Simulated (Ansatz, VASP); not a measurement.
**Cu in VASP and in Ansatz**

```
Cu
1.0
     2.56704    0.00000    0.00000
    -1.28352    2.22312    0.00000
     0.00000    0.00000    8.38656
Cu
4
Direct
  0.00000 0.00000 0.00000
  0.33333 0.66667 0.25000
  0.00000 0.00000 0.50000
  0.66667 0.33333 0.75000
```

Alike in both runs: task single point; functional LDA; k mesh 18 × 18 × 6; occupations gaussian, width 0.1 eV; no spin polarisation.

|  | VASP | Ansatz |
| --- | --- | --- |
| version | VASP 6.6.1 | Ansatz 0.2.0 |
| potentials or method | VASP PAW LDA potentials, release 64 (Cu), cutoff 520 eV | scalar-relativistic, plane waves, PAW |
| valence electrons in the cell | 44 | 76 |

```csv
,VASP,Ansatz,Ansatz less VASP
gap on the k mesh at the Fermi level (eV),none,none,-
pressure (GPa),-13.2,-14.0,-0.75
```

LDA's correlation is that of Perdew and Zunger in VASP and of Perdew and Wang (1992) in Ansatz. A gap of «none» marks a metal or a gap that the smearing closes. VASP's potentials hold 44 valence electrons a cell and Ansatz's 76, so a difference there can come from the potentials and not from the codes.
